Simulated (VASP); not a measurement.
Runs of VASP 6.6.1 on InSe. The structure is that of space group C2/m (No. 12), or close to it. The cells are those of the table. 

| task | cell | gap on the mesh (eV) | pressure (GPa) | largest force (eV/Å) |
| --- | --- | --- | --- | --- |
| single point | a = 6.217, b = 6.217, c = 4.610 Å, angles 109.1, 109.1, 38.6°, 4 atoms | 0.94 | 3.0 | 0.78 |
| electric field gradients | a = 6.217, b = 6.217, c = 4.489 Å, angles 109.7, 109.7, 38.6°, 4 atoms | 0.93 | 4.8 | 1.03 |
| single point | a = 6.217, b = 6.217, c = 4.529 Å, angles 109.5, 109.5, 38.6°, 4 atoms | 0.94 | (b) | 0.94 |
| electric field gradients | a = 6.217, b = 6.217, c = 4.610 Å, angles 109.1, 109.1, 38.6°, 4 atoms | 0.94 | 3.0 | 0.78 |
| single point | a = 6.217, b = 6.217, c = 4.732 Å, angles 108.6, 108.6, 38.6°, 4 atoms | 0.96 | 1.4 | 0.66 |
| single point | a = 6.256, b = 6.179, c = 4.640 Å, angles 110.4, 109.7, 38.6°, 4 atoms | 1.03 | 3.2 | 0.96 |
| single point | a = 6.198, b = 6.237, c = 4.595 Å, angles 108.5, 108.8, 38.6°, 4 atoms | 0.90 | 2.9 | 0.70 |
| single point | a = 6.217, b = 6.217, c = 4.651 Å, angles 108.9, 108.9, 38.6°, 4 atoms | 0.95 | (a) | 0.72 |

Alike in all rows: level PBE; potentials or basis VASP PAW PBE potentials, release 64 (In_d, Se); no spin polarisation; k mesh 7 × 7 × 6; cutoff (eV) 520; smearing fermi-dirac 0.02 eV.

Task: Fill in the values left out.

Result: (a) 2.4; (b) 4.2.

Caveats: spin-orbit coupling is left out, which moves the levels of the heavy elements; forces of over 1 eV/Å act on the atoms, so gaps and moduli don't describe the material at rest (some runs).

A k mesh can miss the band edges, and the runs leave out spin-orbit coupling on In, Se.
